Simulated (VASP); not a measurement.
Runs of VASP 6.6.1 on C. The structure is that of space group P-4m2 (No. 115), or close to it. The cells are those of the table. 

```tsv
cell	k mesh	smearing	electric field (eV/Å)	gap on the mesh (eV)	largest force (eV/Å)
a = 2.513, b = 2.513, c = 15.438 Å, 15 atoms	11 × 11 × 1	gaussian 0.05 eV	-	none	2.53
a = 2.513, b = 2.513, c = 27.438 Å, 15 atoms	11 × 11 × 1	gaussian 0.5 eV	-	none	2.44
a = 2.513, b = 2.513, c = 27.438 Å, 15 atoms	11 × 11 × 1	gaussian 0.05 eV	-	none	2.41
a = 2.513, b = 2.513, c = 27.438 Å, 15 atoms	5 × 5 × 1	gaussian 0.05 eV	-	-	(a)
a = 2.513, b = 2.513, c = 27.438 Å, 15 atoms	11 × 11 × 1	gaussian 0.05 eV	0.1	none	2.41
```

Alike in all rows: task single point; level PBEsol; potentials or basis VASP PAW PBE potentials, release 64 (C); no spin polarisation; cutoff (eV) 520.

**Question.** Estimate the missing entries.

**Answer.** (a) 2.46.

Caveats: some runs use coarse meshes; the PAW data sets were made with another functional, which shifts forces and pressure a little.

A gap of «none» marks levels without a gap at the run's occupations.
